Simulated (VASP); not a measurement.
Here is a VASP 6.6.1 calculation.

Contents of INCAR:

```
PREC     = Accurate       # precision mode
ENCUT    = 600            # plane-wave cutoff, eV
EDIFF    = 1E-6           # SCF threshold, eV
ISMEAR   = -1             # smearing method
SIGMA    = 0.05           # smearing width, eV
LREAL    = F              # projectors in reciprocal space
LASPH    = T              # aspherical terms in the spheres
NELM     = 120            # most SCF steps
ALGO     = Normal         # electronic algorithm
ISIF     = 2              # what is computed and relaxed
LWAVE    = F              # write WAVECAR
LCHARG   = T              # write CHGCAR
GGA      = B5             # functional
ALDAX    = 1.0          
AGGAX    = 1.0          
AGGAC    = 1.0          
ALDAC    = 0.0          
IVDW     = 12             # dispersion correction
VDW_S6   = 1.0          
VDW_S8   = 2.6996       
VDW_A1   = 0.4298       
VDW_A2   = 4.2359       
LELF     = T              # ELF
LVHAR    = T            
NBANDS   = 12             # bands
GGA_COMPAT= F
```

File KPOINTS:

```
regular mesh
0
Gamma
  13 13 13
```

File POSCAR:

```
Cu
1.0
    0.0000000000      1.7953687620      1.7953687620
    1.7953687620      0.0000000000      1.7953687620
    1.7953687620      1.7953687620      0.0000000000
Cu
1
Direct
    0.0000000000      0.0000000000      0.0000000000
```

Potentials or basis: VASP PAW PBE potentials, release 64 (Cu).

Launch:

```console
$ cat potpaw_PBE.64/Cu/POTCAR > POTCAR
$ mpirun -np 1 vasp_std > vasp.out
```

Q: Estimate the band gap on the k mesh.

A: Zero (an odd number of electrons rules out a gap without spin polarisation).

Q: Estimate the dispersion energy per atom.

A: -1.347 eV.

Caveat: the cell stands under tension.
